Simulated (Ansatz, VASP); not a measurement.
# Nb3Si2O in VASP and in Ansatz

INCAR

```
PREC = Accurate
ENCUT = 520
EDIFF = 1E-7
ISMEAR = 0
SIGMA = 0.2
LREAL = False
LASPH = True
NELM = 80
ALGO = Normal
ISIF = 2
LWAVE = False
LCHARG = False
GGA = PE
NBANDS = 65
```

File KPOINTS:

```
Automatic mesh
0
Gamma
  6 4 4
```

File POSCAR:

```
Nb3Si2O
1.0
    0.0000000000      0.0000000000      4.1475020243
    6.4516891847      0.0000000000      0.0000000000
    0.0000000000      6.4516891847      0.0000000000
Nb Si O
6 4 2
Direct
    0.0000000000      0.5000000000      0.5000000000
    0.5000000000      0.8183374247      0.3183374247
    0.0000000000      0.0000000000      0.0000000000
    0.5000000000      0.1816625753      0.6816625753
    0.5000000000      0.3183374247      0.1816625753
    0.5000000000      0.6816625753      0.8183374247
    0.0000000000      0.1278195906      0.3721804094
    1.0000000000      0.8721804094      0.6278195906
    0.0000000000      0.3721804094      0.8721804094
    0.0000000000      0.6278195906      0.1278195906
    0.5000000000      0.5000000000      0.5000000000
    0.5000000000      1.0000000000      0.0000000000
```

Input for Ansatz:

```yaml
crystal:
  lattice:
    - [0.0, 0.0, 4.1475020243]
    - [6.4516891847, 0.0, 0.0]
    - [0.0, 6.4516891847, 0.0]
  atoms:
    - { symbol: Nb, position: [0.0, 0.5, 0.5] }
    - { symbol: Nb, position: [0.5, 0.8183374247, 0.3183374247] }
    - { symbol: Nb, position: [0.0, 0.0, 0.0] }
    - { symbol: Nb, position: [0.5, 0.1816625753, 0.6816625753] }
    - { symbol: Nb, position: [0.5, 0.3183374247, 0.1816625753] }
    - { symbol: Nb, position: [0.5, 0.6816625753, 0.8183374247] }
    - { symbol: Si, position: [0.0, 0.1278195906, 0.3721804094] }
    - { symbol: Si, position: [1.0, 0.8721804094, 0.6278195906] }
    - { symbol: Si, position: [0.0, 0.3721804094, 0.8721804094] }
    - { symbol: Si, position: [0.0, 0.6278195906, 0.1278195906] }
    - { symbol: O, position: [0.5, 0.5, 0.5] }
    - { symbol: O, position: [0.5, 1.0, 0.0] }
basis:
  ecutwfc: 420
kpoints:
  mp_grid: { grid: [6, 4, 4] }
hamiltonian:
  xc: pbe
scf:
  occupations: { method: gaussian, width: 0.2 }
  lower_state_search: "off"
output:
  forces: true
  stress: true
  eigenvalues: true
```

Alike in both runs: task single point; functional PBE; k mesh 6 × 4 × 4; occupations gaussian, width 0.2 eV; no spin polarisation.

|  | VASP | Ansatz |
| --- | --- | --- |
| version | VASP 6.6.1 | Ansatz 0.2.0 |
| potentials or method | VASP PAW PBE potentials, release 64 (Nb_sv, Si, O), cutoff 520 eV | scalar-relativistic, plane waves, PAW |
| valence electrons in the cell | 106 | 106 |

|  | VASP | Ansatz | Ansatz less VASP |
| --- | --- | --- | --- |
| gap on the k mesh at the Fermi level (eV) | none | none | - |
| pressure (GPa) | -0.2 | 0.1 | +0.30 |
| traceless stress, the component that is largest in VASP (GPa) | 0.11 | 0.13 | +0.025 |
| rms of the force components (eV/Å) | 0.009 | 0.010 | +0.0014 |

Atom by atom the forces differ by 0.002 eV/Å (rms over components). A gap of «none» marks a metal or a gap that the smearing closes.
